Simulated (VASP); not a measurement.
# BiTe (P-1) in VASP: single point with PBEsol

Aim: the single point of BiTe with PBEsol.

All numbers are computed with VASP 6.6.1; they aren't measurements. Logs are shortened: lines on timing, memory, paths and dates and some standing lists are left out, and cuts for length are marked.

## 1. The cell of the first run

The typed cell holds 2 atoms: a = 4.155 Å, b = 4.525 Å, c = 4.343 Å, α = 66.23°, β = 69.51°, γ = 67.80°.

## 2. Single point, PBEsol (strain -0.1000 x Voigt [0, 0, 0, 0, 1, 0])

Input file INCAR:

```
PREC     = Accurate       # precision mode
ENCUT    = 520            # plane-wave cutoff, eV
EDIFF    = 1E-6           # SCF threshold, eV
ISMEAR   = 0              # smearing method
SIGMA    = 0.15           # smearing width, eV
LREAL    = False          # projectors in reciprocal space
LASPH    = True           # aspherical terms in the spheres
NELM     = 80             # most SCF steps
ALGO     = Normal         # electronic algorithm
ISIF     = 2              # what is computed and relaxed
LWAVE    = False          # write WAVECAR
LCHARG   = False          # write CHGCAR
GGA      = PS             # functional
NBANDS   = 18             # bands
```

Input file KPOINTS:

```
regular mesh
0
Gamma
  12 12 12
```

Input file POSCAR:

```
BiTe
1.0
    2.2568431751      1.3987509848      3.1961565659
   -2.5885723705      1.3987509848      3.4384273431
   -0.1658645977     -2.7975019696      3.3172919545
Bi Te
1 1
Direct
    0.5000000000      0.5000000000      0.5000000000
    0.0000000000      0.0000000000      0.0000000000
```

Potentials or basis: VASP PAW PBE potentials, release 64 (Bi_d, Te).

Run with:

```console
> cat potpaw_PBE.64/Bi_d/POTCAR potpaw_PBE.64/Te/POTCAR > POTCAR
> mpirun -np 1 vasp_std > vasp.out
```

OUTCAR:

```text
PREC = Accurate
   ENCUT = 520
   EDIFF = 1E-6
   ISMEAR = 0
   LREAL = False
   LASPH = True
   NELM = 80
   ISIF = 2
   GGA = PS

 ion  position               nearest neighbor table
   1  0.500  0.500  0.500-   2 3.13   2 3.13   2 3.25   2 3.25   2 3.38   2 3.38
   2  0.000  0.000  0.000-   1 3.13   1 3.13   1 3.25   1 3.25   1 3.38   1 3.38

  LATTYP: Found a triclinic cell.
 ALAT       =     4.3425746103
 B/A-ratio  =     1.8454083445
 C/A-ratio  =     1.6598208843
 COS(alpha) =     0.0154332007
 COS(beta)  =     0.4548715919
 COS(gamma) =     0.8561138280

  Lattice vectors:

 A1 = (  -0.1658645977,  -2.7975019696,   3.3172919545)
 A2 = (   2.2568431751,  -6.9937549240,   3.1961565659)
 A3 = (  -0.3317291954,   2.7975019696,   6.6345839090)

Analysis of symmetry for initial positions (statically):
=====================================================================
 Subroutine PRICEL returns:
 Original cell was already a primitive cell.

 Routine SETGRP: Setting up the symmetry group for a
 triclinic supercell.

 Subroutine GETGRP returns: Found  2 space group operations
 (whereof  2 operations were pure point group operations)
 out of a pool of  2 trial point group operations.

The static configuration has the point symmetry S_2 .

Analysis of symmetry for dynamics (positions and initial velocities):
=====================================================================
 Subroutine PRICEL returns:
 Original cell was already a primitive cell.

 Routine SETGRP: Setting up the symmetry group for a
 triclinic supercell.

 Subroutine GETGRP returns: Found  2 space group operations
 (whereof  2 operations were pure point group operations)
 out of a pool of  2 trial point group operations.

The dynamic configuration has the point symmetry S_2 .

 Subroutine INISYM returns: Found  2 space group operations
 (whereof  2 operations are pure point group operations),
 and found     1 'primitive' translations

----------------------------------------------------------------------------------------

                                     Primitive cell

  volume of cell :      67.2805

  direct lattice vectors                    reciprocal lattice vectors
     2.256843175  1.398750985  3.196156566     0.211934663  0.119153923  0.111080302
[... 75 lines left out ...]
   NGXF,Y,Z  is equivalent  to a cutoff of  25.61, 26.45, 24.50 a.u.
 SYSTEM =  unknown system
   PREC   = accura    normal or accurate (medium, high low for compatibility)
   ISTART =      0    job   : 0-new  1-cont  2-samecut
   ICHARG =      2    charge: 1-file 2-atom 10-const
   ISPIN  =      1    spin polarized calculation?
   LNONCOLLINEAR =      F non collinear calculations
   LSORBIT =      F    spin-orbit coupling
   LASPH  =      T    aspherical Exc in radial PAW
   ENCUT  =  520.0 eV  38.22 Ry    6.18 a.u.   7.73  8.41  8.07*2*pi/ulx,y,z
   NELM   =     80;   NELMIN=  2; NELMDL= -5     # of ELM steps
   EDIFF  = 0.1E-05   stopping-criterion for ELM
   LREAL  =      F    real-space projection
   EDIFFG = 0.1E-04   stopping-criterion for IOM
   NSW    =      0    number of steps for IOM
   IBRION =     -1    ionic relax: 0-MD 1-quasi-New 2-CG
   NFREE  =      0    steps in history (QN), initial steepest desc. (CG)
   ISIF   =      2    stress and relaxation
   ISYM   =      2    0-nonsym 1-usesym 2-fastsym
   POTIM  = 0.5000    time-step for ionic-motion
   TEBEG  =    0.0;   TEEND  =   0.0 temperature during run
   PSTRESS=    0.0 pullay stress
   NELECT =      21.0000    total number of electrons
   NUPDOWN=      -1.0000    fix difference up-down
   EMIN   =  10.00;   EMAX   =-10.00  energy-range for DOS
   EFERMI =   0.00;   METHOD = LEGACY
   ISMEAR =     0;   SIGMA  =   0.15  broadening in eV -4-tet -1-fermi 0-gaus
   EFERMI_NEDOS =   21; number of points for ismear=-14 and -15
   IALGO  =     38    algorithm
   IMIX   =      4    mixing-type and parameters
     AMIX     =   0.40;   BMIX     =  1.00
     AMIX_MAG =   1.60;   BMIX_MAG =  1.00
  volume/ion in A,a.u.               =      33.64       227.02
  Fermi-wavevector in a.u.,A,eV,Ry     =   1.110499  2.098539 16.778813  1.233208
  Thomas-Fermi vector in A             =   2.247051
   LORBIT       =      0    0 simple, 1 ext, 2 COOP (PROOUT), +10 PAW based schemes
   GGA     = PS    functional components
   LHFCALC =     F    Hartree Fock is set to
   AEXX    =    0.0000 exact exchange contribution
   IVDW    =     0    specifies the selected vdW correction
   LEPSILON=     F    determine dielectric tensor
   LRPA    =     F    only Hartree local field effects (RPA)
 non-spin polarized calculation
 Gauss-broadening in eV      SIGMA  =   0.15
  energy-cutoff  :      520.00
  volume of cell :       67.28
 maximum number of plane-waves:      1835
   NGX = 15   NGY = 17   NGZ = 17

 number of electron      20.9999997 magnetization

 Free energy of the ion-electron system (eV)
  ---------------------------------------------------
  ext. energy  EPLUGINS =         0.00000000
  ---------------------------------------------------
  free energy    TOTEN  =        -7.93839062 eV

  energy without entropy =       -7.92384029  energy(sigma->0) =       -7.93111545

 E-fermi :   6.5148     XC(G=0):  -9.6387

 val. band max:        6.5103935321   @ k =  -0.3333   0.5000   0.2500
 cond. band min:       6.5174761353   @ k =   0.2500   0.3333   0.4167
 fundamental gap:      0.0070826032
 Fermi energy:         6.5148305146

 k-point     1 :       0.0000    0.0000    0.0000
  band No.  band energies     occupation
      1     -16.6221      2.00000
      2     -16.6184      2.00000
      3     -16.6009      2.00000
      4     -16.5877      2.00000
      5     -16.5788      2.00000
      6      -7.0045      2.00000
[... 481 lines left out ...]
      5     -16.5793      2.00000
      6      -6.0992      2.00000
[... 10 lines left out ...]
     17      15.0093      0.00000
     18      16.1746      0.00000

 [... further k-points ...]
[... 5 lines left out ...]
  --------------------------------------------------------------------------------------
  -------------------------------------------------------------------------------------
  Total       -0.8004979     -0.9762733     -0.7652957     -0.7459941     -0.1227582      1.0507268
  in kB      -19.0625723    -23.2483800    -18.2242891    -17.7646505     -2.9232889     25.0213717
  external PRESSURE =     -20.1784138 kB  Pullay stress =       0.0000000 kB

 VOLUME and BASIS-vectors are now :
 -----------------------------------------------------------------------------
  energy-cutoff  :      520.00
  volume of cell :       67.28
      direct lattice vectors                 reciprocal lattice vectors
     2.256843175  1.398750985  3.196156566     0.211934663  0.119153923  0.111080302
    -2.588572371  1.398750985  3.438427343    -0.201861122  0.119153923  0.090390512
    -0.165864598 -2.797501970  3.317291954     0.005036770 -0.238307845  0.100735407

 POSITION                                       TOTAL-FORCE (eV/Angst)
 -----------------------------------------------------------------------------------
     -0.24880      0.00000      4.97594         0.000000      0.000000      0.000000
      0.00000      0.00000      0.00000        -0.000000      0.000000      0.000000
 -----------------------------------------------------------------------------------
    total drift:                               -0.000000      0.000000     -0.000000

  FREE ENERGIE OF THE ION-ELECTRON SYSTEM (eV)
  ---------------------------------------------------
  free  energy   TOTEN  =        -7.9383906164 eV

  energy  without entropy=       -7.9238402905  energy(sigma->0) =       -7.93111545
```

It took 13 min on 1 thread of Intel Xeon Platinum 8259CL at 2.50GHz (Skylake/Cascade Lake), shared host; peak memory 1 GiB.

What came out:

| Quantity | Value |
| --- | --- |
| Free energy | -7.9384 eV |
| Pressure | -2.0 GPa |
| Band gap on the k mesh | zero (an odd number of electrons rules out a gap without spin polarisation) |

Caveat: the cell differs from its parent crystal (strain -0.1000 x Voigt [0, 0, 0, 0, 1, 0]); the PAW data sets were made with another functional, which shifts forces and pressure a little; spin-orbit coupling is left out, which moves the levels of the heavy elements.
